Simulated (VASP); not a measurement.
# ScAl3N4 (P1) in VASP: single point with PBEsol

Aim: the single point of ScAl3N4 with PBEsol.

Everything below comes from runs of VASP 6.6.1. Logs are shortened: lines on timing, memory, paths and dates and some standing lists are left out, and cuts for length are marked.

## Step 1: The cell of the first run

The typed cell holds 16 atoms: a = 5.590 Å, b = 5.882 Å, c = 6.521 Å, α = 106.08°, β = 89.98°, γ = 118.24°.

## Step 2: Single point, PBEsol (atoms moved along the polar distortion)

The input, INCAR:

```
SYSTEM = ScAl3N4
ALGO     = Normal         ! electronic algorithm
EDIFF    = 1E-6           ! SCF threshold, eV
ENCUT    = 520            ! plane-wave cutoff, eV
GGA      = PS             ! functional
ISIF     = 2              ! what is computed and relaxed
ISMEAR   = 0              ! smearing method
LASPH    = .True.         ! aspherical terms in the spheres
LCHARG   = .False.        ! write CHGCAR
LREAL    = Auto         
LWAVE    = .False.        ! write WAVECAR
NBANDS   = 54             ! bands
NELM     = 100            ! most SCF steps
PREC     = Accurate       ! precision mode
SIGMA    = 0.01           ! smearing width, eV
```

The input, KPOINTS:

```
k-points
0
Gamma
  6 6 4
  0 0 0
```

The input, POSCAR:

```
ScAl3N4
1.0
    4.8412202811     -2.7938643274     -0.0067421579
   -3.2301209989     -0.0168054625     -4.9154959871
    3.2613108129      5.6463313758     -0.0013378318
Sc Al N
2 6 8
Direct
    0.3497537191      0.0367022562      0.0016118008
    0.9414615494      0.5263463997      0.1339195243
    0.8200389888     -0.0103992978      0.2549291341
    0.3351484433      0.0014466216      0.5072441572
    0.8405061855      0.0045462967      0.7425311302
    0.4071216963      0.4908055760      0.3865432794
    0.9177179083      0.4990956740      0.6245731793
    0.4202287920      0.5151295496      0.8657225620
    0.5995787836      0.5907810381      0.1513957566
    0.1546947191      0.6173541956      0.4272692066
    0.6491277923      0.6149179539      0.6492299822
    0.1481681499      0.6187308209      0.8846731930
    0.7509609759      0.1033792311      0.0257956177
    0.2006361700      0.0932882122      0.2936985170
    0.7163252858      0.1107959935      0.5272622784
    0.2205308410      0.1310794789      0.7596006813
```

Potentials or basis: VASP PAW PBE potentials, release 64 (Sc_sv, Al, N).

Run with:

```console
> cat potpaw_PBE.64/Sc_sv/POTCAR potpaw_PBE.64/Al/POTCAR potpaw_PBE.64/N/POTCAR > POTCAR
> mpirun -np 1 vasp_std > vasp.out
```

OUTCAR:

```text
SYSTEM = ScAl3N4
   EDIFF = 1E-6
   ENCUT = 520
   GGA = PS
   ISIF = 2
   ISMEAR = 0
   LASPH = .True.
   LREAL = Auto
   NELM = 100
   PREC = Accurate

 ion  position               nearest neighbor table
   1  0.350  0.037  0.002-  16 2.05  12 2.06  13 2.08  14 2.08   6 3.00   8 3.03   2 3.10   2 3.15
                             8 3.16   4 3.17   5 3.21   7 3.22   3 3.27   5 3.27   3 3.32   4 3.36
   2  0.941  0.526  0.134-  12 2.04  10 2.05  13 2.08   9 2.11   4 3.00   3 3.01   1 3.10   1 3.15
                             6 3.20   5 3.21   8 3.21   3 3.23   7 3.25   7 3.28   6 3.36   8 3.36
   3  0.820  0.990  0.255-  13 1.90  14 1.91  15 1.92   9 1.97   2 3.01   8 3.07   7 3.09   6 3.10
                             6 3.11   5 3.16   4 3.19   2 3.23   1 3.27   4 3.28   1 3.32
   4  0.335  0.001  0.507-  16 1.86  10 1.89  14 1.90  15 1.90   2 3.00   6 3.04   7 3.08   7 3.08
                             8 3.09   6 3.10   5 3.17   1 3.17   3 3.19   5 3.21   3 3.28   1 3.36
   5  0.841  0.005  0.743-  16 1.88  11 1.92  13 1.92  15 1.93   7 3.05   8 3.05   7 3.09   6 3.09
                             8 3.10   3 3.16   4 3.17   4 3.21   2 3.21   1 3.21   1 3.27
   6  0.407  0.491  0.387-  10 1.87  11 1.92   9 1.94  14 1.96   1 3.00   4 3.04   8 3.09   5 3.09
                             4 3.10   3 3.10   3 3.11   7 3.16   2 3.20   7 3.22   2 3.36
   7  0.918  0.499  0.625-  12 1.87  10 1.88  15 1.91  11 1.91   5 3.05   4 3.08   4 3.08   3 3.09
                             5 3.09   6 3.16   8 3.17   1 3.22   8 3.22   6 3.22   2 3.25   2 3.28
   8  0.420  0.515  0.866-  12 1.88  16 1.89  11 1.93   9 1.95   1 3.03   5 3.05   3 3.07   6 3.09
                             4 3.09   5 3.10   1 3.16   7 3.17   2 3.21   7 3.22   2 3.36
   9  0.600  0.591  0.151-   6 1.94   8 1.95   3 1.97   2 2.11
  10  0.155  0.617  0.427-   6 1.87   7 1.88   4 1.89   2 2.05
  11  0.649  0.615  0.649-   7 1.91   6 1.92   5 1.92   8 1.93
  12  0.148  0.619  0.885-   7 1.87   8 1.88   2 2.04   1 2.06
  13  0.751  0.103  0.026-   3 1.90   5 1.92   1 2.08   2 2.08
  14  0.201  0.093  0.294-   4 1.90   3 1.91   6 1.96   1 2.08
  15  0.716  0.111  0.527-   4 1.90   7 1.91   3 1.92   5 1.93
  16  0.221  0.131  0.760-   4 1.86   5 1.88   8 1.89   1 2.05

  LATTYP: Found a triclinic cell.
 ALAT       =     5.8818419641
 B/A-ratio  =     0.9503070827
 C/A-ratio  =     1.1085850497
 COS(alpha) =     0.0003744979
 COS(beta)  =     0.2769752089
 COS(gamma) =     0.4732088768

  Lattice vectors:

 A1 = (   3.2301209989,   0.0168054625,   4.9154959871)
 A2 = (   4.8412202811,  -2.7938643274,  -0.0067421579)
 A3 = (   3.2613108129,   5.6463313758,  -0.0013378318)

Analysis of symmetry for initial positions (statically):
=====================================================================
 Subroutine PRICEL returns:
 Original cell was already a primitive cell.

 Routine SETGRP: Setting up the symmetry group for a
 triclinic supercell.

 Subroutine GETGRP returns: Found  1 space group operations
 (whereof  1 operations were pure point group operations)
 out of a pool of  2 trial point group operations.

The static configuration has the point symmetry C_1 .

Analysis of symmetry for dynamics (positions and initial velocities):
=====================================================================
 Subroutine PRICEL returns:
 Original cell was already a primitive cell.

 Routine SETGRP: Setting up the symmetry group for a
 triclinic supercell.

 Subroutine GETGRP returns: Found  1 space group operations
 (whereof  1 operations were pure point group operations)
 out of a pool of  2 trial point group operations.

The dynamic configuration has the point symmetry C_1 .

 Subroutine INISYM returns: Found  1 space group operations
 (whereof  1 operations are pure point group operations),
 and found     1 'primitive' translations

----------------------------------------------------------------------------------------

                                     Primitive cell

  volume of cell :     179.2888

  direct lattice vectors                    reciprocal lattice vectors
     4.841220281 -2.793864327 -0.006742158     0.154803503 -0.089438254 -0.101420283
    -3.230120999 -0.016805462 -4.915495987    -0.000233178  0.000086517 -0.203285338
     3.261310813  5.646331376 -0.001337832     0.076597712  0.132851414 -0.050788875

  length of vectors
     5.589556078  5.881841964  6.520522066     0.205546588  0.203285490  0.161543237

  position of ions in fractional coordinates (direct lattice)
     0.349753719  0.036702256  0.001611801
[... 44 lines left out ...]

  Cartesian coordinates                     Fractional coordinates (reciprocal lattice)
     0.025800584 -0.014906376 -0.016903381     0.166666667  0.000000000  0.000000000
    -0.000038863  0.000014420 -0.033880890    -0.000000000  0.166666667  0.000000000
     0.019149428  0.033212853 -0.012697219    -0.000000000  0.000000000  0.250000000

  Length of vectors
     0.034257765  0.033880915  0.040385809

  Shift w.r.t. Gamma in fractional coordinates (k-lattice)
     0.000000000  0.000000000  0.000000000

 Subroutine IBZKPT returns following result:
 ===========================================

 Found     76 irreducible k-points:

 Following reciprocal coordinates:
            Coordinates               Weight
  0.000000  0.000000  0.000000      1.000000
  0.166667  0.000000  0.000000      2.000000
  0.333333  0.000000  0.000000      2.000000
  0.500000  0.000000  0.000000      1.000000
  0.000000  0.166667 -0.000000      2.000000
  0.166667  0.166667  0.000000      2.000000
[... 16 lines left out ...]
  0.333333  0.000000  0.250000      2.000000
  0.500000  0.000000  0.250000      2.000000
 [... further k-points ...]
   k-points           NKPTS =     76   k-points in BZ     NKDIM =     76   number of bands    NBANDS=     54
   number of dos      NEDOS =    301   number of ions     NIONS =     16
   total plane-waves  NPLWV =  96768
   dimension x,y,z NGX =    42 NGY =   48 NGZ =   48
   dimension x,y,z NGXF=    84 NGYF=   96 NGZF=   96
   ions per type =               2   6   8
   NGX,Y,Z   is equivalent  to a cutoff of  12.49, 13.57, 12.24 a.u.
   NGXF,Y,Z  is equivalent  to a cutoff of  24.98, 27.13, 24.48 a.u.
 SYSTEM =  ScAl3N4
   PREC   = accura    normal or accurate (medium, high low for compatibility)
   ISTART =      0    job   : 0-new  1-cont  2-samecut
   ICHARG =      2    charge: 1-file 2-atom 10-const
   ISPIN  =      1    spin polarized calculation?
   LNONCOLLINEAR =      F non collinear calculations
   LSORBIT =      F    spin-orbit coupling
   LASPH  =      T    aspherical Exc in radial PAW
   ENCUT  =  520.0 eV  38.22 Ry    6.18 a.u.  10.39 10.94 12.12*2*pi/ulx,y,z
   NELM   =    100;   NELMIN=  2; NELMDL= -5     # of ELM steps
   EDIFF  = 0.1E-05   stopping-criterion for ELM
   LREAL  =      T    real-space projection
   EDIFFG = 0.1E-04   stopping-criterion for IOM
   NSW    =      0    number of steps for IOM
   IBRION =     -1    ionic relax: 0-MD 1-quasi-New 2-CG
   NFREE  =      0    steps in history (QN), initial steepest desc. (CG)
   ISIF   =      2    stress and relaxation
   ISYM   =      2    0-nonsym 1-usesym 2-fastsym
   POTIM  = 0.5000    time-step for ionic-motion
   TEBEG  =    0.0;   TEEND  =   0.0 temperature during run
   PSTRESS=    0.0 pullay stress
   NELECT =      80.0000    total number of electrons
   NUPDOWN=      -1.0000    fix difference up-down
   EMIN   =  10.00;   EMAX   =-10.00  energy-range for DOS
   EFERMI =   0.00;   METHOD = LEGACY
   ISMEAR =     0;   SIGMA  =   0.01  broadening in eV -4-tet -1-fermi 0-gaus
   EFERMI_NEDOS =   21; number of points for ismear=-14 and -15
   IALGO  =     38    algorithm
   IMIX   =      4    mixing-type and parameters
     AMIX     =   0.40;   BMIX     =  1.00
     AMIX_MAG =   1.60;   BMIX_MAG =  1.00
  volume/ion in A,a.u.               =      11.21        75.62
  Fermi-wavevector in a.u.,A,eV,Ry     =   1.250990  2.364028 21.292781  1.564975
  Thomas-Fermi vector in A             =   2.384958
   LORBIT       =      0    0 simple, 1 ext, 2 COOP (PROOUT), +10 PAW based schemes
   GGA     = PS    functional components
   LHFCALC =     F    Hartree Fock is set to
   AEXX    =    0.0000 exact exchange contribution
   IVDW    =     0    specifies the selected vdW correction
   LEPSILON=     F    determine dielectric tensor
   LRPA    =     F    only Hartree local field effects (RPA)
 non-spin polarized calculation
 Gauss-broadening in eV      SIGMA  =   0.01
  energy-cutoff  :      520.00
  volume of cell :      179.29
 maximum number of plane-waves:      4853
 NGX is ok and might be reduce to    42
   NGX = 21   NGY = 21   NGZ = 25

 number of electron      79.9999996 magnetization

 Free energy of the ion-electron system (eV)
  ---------------------------------------------------
  ext. energy  EPLUGINS =         0.00000000
  ---------------------------------------------------
  free energy    TOTEN  =      -130.54274145 eV

  energy without entropy =     -130.54274145  energy(sigma->0) =     -130.54274145

 E-fermi :   5.3534     XC(G=0): -11.0838

 val. band max:        5.2775287269   @ k =   0.0000   0.0000   0.0000
 cond. band min:       8.6021522535   @ k =  -0.0000  -0.3333   0.2500
 fundamental gap:      3.3246235266
 Fermi energy:         5.3534063822

 k-point     1 :       0.0000    0.0000    0.0000
  band No.  band energies     occupation
      1     -41.5381      2.00000
      2     -41.4556      2.00000
      3     -20.5991      2.00000
      4     -20.4377      2.00000
      5     -20.4145      2.00000
      6     -20.3511      2.00000
[... 1309 lines left out ...]
     51      12.1527      0.00000
     52      12.2569      0.00000

 [... further k-points ...]

 [bands above 52 left out]

------------------------ aborting loop because EDIFF is reached ----------------------------------------

  FORCE on cell =-STRESS in cart. coord.  units (eV):
  Direction    XX          YY          ZZ          XY          YZ          ZX
  --------------------------------------------------------------------------------------
  -------------------------------------------------------------------------------------
  Total        0.2641142      0.2613033      0.2418015      0.0028865     -0.0034217      0.0075465
  in kB        2.3602013      2.3350826      2.1608087      0.0257943     -0.0305771      0.0674377
  external PRESSURE =       2.2853642 kB  Pullay stress =       0.0000000 kB

 VOLUME and BASIS-vectors are now :
 -----------------------------------------------------------------------------
  energy-cutoff  :      520.00
  volume of cell :      179.29
      direct lattice vectors                 reciprocal lattice vectors
     4.841220281 -2.793864327 -0.006742158     0.154803503 -0.089438254 -0.101420283
    -3.230120999 -0.016805462 -4.915495987    -0.000233178  0.000086517 -0.203285338
     3.261310813  5.646331376 -0.001337832     0.076597712  0.132851414 -0.050788875

 POSITION                                       TOTAL-FORCE (eV/Angst)
 -----------------------------------------------------------------------------------
      1.57994     -0.96868     -0.18277         0.006348      0.007831     -0.014441
      3.29441     -1.88301     -2.59378        -0.011867      0.008673     -0.004942
      1.60486     -0.86829     -4.87025         0.001122     -0.002373     -0.000213
      3.27214      1.92769     -0.01005        -0.001328     -0.004956      0.001360
      6.47602      1.84424     -0.02901         0.001035      0.001055     -0.000437
      1.64624      1.03686     -2.41581         0.001034     -0.004777      0.004029
[... 8 lines left out ...]
      4.82957      0.97392     -0.55015        -0.000449      0.002575      0.000844
      3.12153      3.67062     -0.64682        -0.039970     -0.023188     -0.007836
 -----------------------------------------------------------------------------------
    total drift:                               -0.001004      0.001822     -0.001338

  FREE ENERGIE OF THE ION-ELECTRON SYSTEM (eV)
  ---------------------------------------------------
  free  energy   TOTEN  =      -130.5427414541 eV

  energy  without entropy=     -130.5427414541  energy(sigma->0) =     -130.54274145
```

Wall time 17 min (1 thread of Intel Xeon Platinum 8488C (Sapphire Rapids), shared host); peak memory 0.58 GiB.

What came out:

* Free energy: -130.5427 eV
* Pressure: 0.2 GPa
* Largest force: 0.060 eV/Å
* Band gap on the k mesh: 3.32 eV (least direct gap 3.59 eV)

Forces on the atoms (eV/Å):
```
Sc   0.006  0.008 -0.014
Sc  -0.012  0.009 -0.005
Al   0.001 -0.002  0.000
Al  -0.001 -0.005  0.001
Al   0.001  0.001  0.000
Al   0.001 -0.005  0.004
Al  -0.007  0.003  0.002
Al   0.009 -0.002 -0.001
N   -0.036  0.018 -0.018
N    0.039  0.026 -0.011
N    0.003  0.002  0.002
N   -0.003 -0.051  0.031
N    0.037 -0.024  0.033
N    0.003  0.044 -0.016
N    0.000  0.003  0.001
N   -0.040 -0.023 -0.008
```

Levels at points of the mesh, in eV from the valence-band top:
```csv
k point,band 37,band 38,band 39,band 40,band 41,band 42,band 43,band 44
"(0.00, 0.00, 0.00)",-0.75,-0.56,-0.43,0.00,3.59,3.92,4.18,4.34
"(0.50, 0.00, 0.00)",-0.74,-0.53,-0.39,-0.31,3.96,4.13,4.20,4.59
"(0.00, 0.50, 0.00)",-0.87,-0.72,-0.41,-0.36,3.71,3.97,4.22,4.70
"(0.50, 0.50, 0.00)",-0.74,-0.48,-0.42,-0.27,3.87,3.96,4.35,4.55
"(0.00, 0.00, 0.50)",-0.56,-0.50,-0.34,-0.23,4.05,4.28,4.44,4.71
"(0.50, 0.00, 0.50)",-0.64,-0.56,-0.34,-0.26,3.97,4.19,4.34,4.81
"(0.00, 0.50, 0.50)",-0.80,-0.72,-0.63,-0.60,3.44,3.65,4.57,4.70
"(0.50, 0.50, 0.50)",-0.66,-0.56,-0.41,-0.26,3.90,4.22,4.35,4.72
```

Caveat: the cell differs from its parent crystal (atoms moved along the polar distortion); the PAW data sets were made with another functional, which shifts forces and pressure a little. A k mesh can miss the band edges.
